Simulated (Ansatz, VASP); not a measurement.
## One calculation of C, two programs

```xyz
4
Lattice="2.4830 0.0000 0.0000 -1.2415 2.1504 0.0000 0.0000 0.0000 4.1359" Properties=species:S:1:pos:R:3 pbc="T T T"
C     0.0000    1.4336   -0.0007
C     1.2415    0.7168    2.0672
C     0.0000    1.4336    1.5475
C     1.2415    0.7168    3.6155
```

Alike in both runs: functional LDA; k mesh 9 × 9 × 6; occupations gaussian, width 0.02 eV; no spin polarisation.

Ansatz relaxed the structure, and its values are those at the end. VASP's run is a single point on that final structure, the one shown.

|  | VASP | Ansatz |
| --- | --- | --- |
| version | VASP 6.6.1 | Ansatz 0.2.0 |
| potentials or method | VASP PAW LDA potentials, release 64 (C), cutoff 520 eV | scalar-relativistic, plane waves, PAW |
| valence electrons in the cell | 16 | 16 |

|  | VASP | Ansatz | Ansatz less VASP |
| --- | --- | --- | --- |
| gap on the k mesh at the Fermi level (eV) | 3.01 | 3.03 | +0.022 |
| least direct gap on the mesh (eV) | 4.97 | 4.97 | +0.004 |
| pressure (GPa) | 1.7 | 0.0 | -1.74 |

Ansatz warns that its potentials were made for another functional, while VASP's fit it. LDA's correlation is that of Perdew and Zunger in VASP and of Perdew and Wang (1992) in Ansatz.
